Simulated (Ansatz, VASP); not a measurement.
Two plane-wave programs on Cu

File INCAR:

```
SYSTEM = Cu
ALGO     = Fast           ! electronic algorithm
EDIFF    = 1E-6           ! SCF threshold, eV
ENCUT    = 520            ! plane-wave cutoff, eV
GGA      = PS             ! functional
ISIF     = 2              ! what is computed and relaxed
ISMEAR   = 0              ! smearing method
LASPH    = .True.         ! aspherical terms in the spheres
LCHARG   = .True.         ! write CHGCAR
LELF     = .True.         ! ELF
LREAL    = .False.        ! projectors in reciprocal space
LVHAR    = .True.       
LWAVE    = .False.        ! write WAVECAR
NBANDS   = 12             ! bands
NELM     = 60             ! most SCF steps
PREC     = Accurate       ! precision mode
SIGMA    = 0.15           ! smearing width, eV
```

File KPOINTS:

```
k-points
0
Gamma
  24 24 24
  0 0 0
```

File POSCAR:

```
Cu
1.0
   -1.3778676206      1.4427933200      1.3760814500
    1.3778676206     -1.4427933200      1.3760814500
    1.3778676206      1.4427933200     -1.3760814500
Cu
1
Direct
    0.0000000000      0.0000000000      0.0000000000
```

Input for Ansatz:

```yaml
crystal:
  lattice:
    - [-1.3778676206, 1.44279332, 1.37608145]
    - [1.3778676206, -1.44279332, 1.37608145]
    - [1.3778676206, 1.44279332, -1.37608145]
  atoms:
    - { symbol: Cu, position: [0.0, 0.0, 0.0] }
basis:
  ecutwfc: 420
kpoints:
  mp_grid: { grid: [24, 24, 24] }
hamiltonian:
  xc: pbesol
scf:
  occupations: { method: gaussian, width: 0.15 }
output:
  forces: true
  stress: true
  eigenvalues: true
```

Change from the starting cell: strain -0.0450 x Voigt [1, 0, 0, 0, 0, 0], atoms carried along.

Alike in both runs: task single point; functional PBEsol; k mesh 24 × 24 × 24; occupations gaussian, width 0.15 eV; no spin polarisation.

|  | VASP | Ansatz |
| --- | --- | --- |
| version | VASP 6.6.1 | Ansatz 0.2.0 |
| potentials or method | VASP PAW PBE potentials, release 64 (Cu), cutoff 520 eV | scalar-relativistic, plane waves, PAW |
| valence electrons in the cell | 11 | 19 |

Ansatz gave:

```
gap on the k mesh at the Fermi level (eV)                     : none
pressure (GPa)                                                : 6.7
traceless stress, the component that is largest in VASP (GPa) : 0.53
```

Question: Which values does VASP return?

Answer: gap on the k mesh at the Fermi level (eV): none; pressure (GPa): 7.7; traceless stress, the component that is largest in VASP (GPa): 0.53.

VASP's potentials were made for PBE, not for PBEsol. A gap of «none» marks a metal or a gap that the smearing closes. VASP's potentials hold 11 valence electrons a cell and Ansatz's 19, so a difference there can come from the potentials and not from the codes.
